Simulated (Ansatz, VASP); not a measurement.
GaAs: VASP beside Ansatz

```
CELL_PARAMETERS angstrom
0.00000 2.83308 2.83308
2.83308 0.00000 2.83308
2.83308 2.83308 0.00000
ATOMIC_POSITIONS crystal
Ga 0.00000 0.00000 0.00000
As 0.25000 0.25000 0.25000
```

Alike in both runs: task single point; functional PBE-based global hybrid with a share of 0.35 of exact exchange; k mesh 4 × 4 × 4; no spin polarisation.

```csv
,VASP,Ansatz
version,VASP 6.6.1,Ansatz 0.2.0
potentials or method,"VASP PAW PBE potentials, release 64 (Ga_d, As_d)",plane waves
plane-wave cutoff (eV),400,420
occupations,"gaussian, width 0.01 eV",fixed
valence electrons in the cell,28,28
```

|  | VASP | Ansatz | Ansatz less VASP |
| --- | --- | --- | --- |
| gap on the k mesh at the Fermi level (eV) | 2.82 | 2.76 | -0.061 |

VASP's potentials were made for PBE, not for PBE-based global hybrid. Ansatz's warnings: stress exchange threshold loose, stress scf threshold loose.

The k mesh is coarse, so the values compare programs but aren't converged.
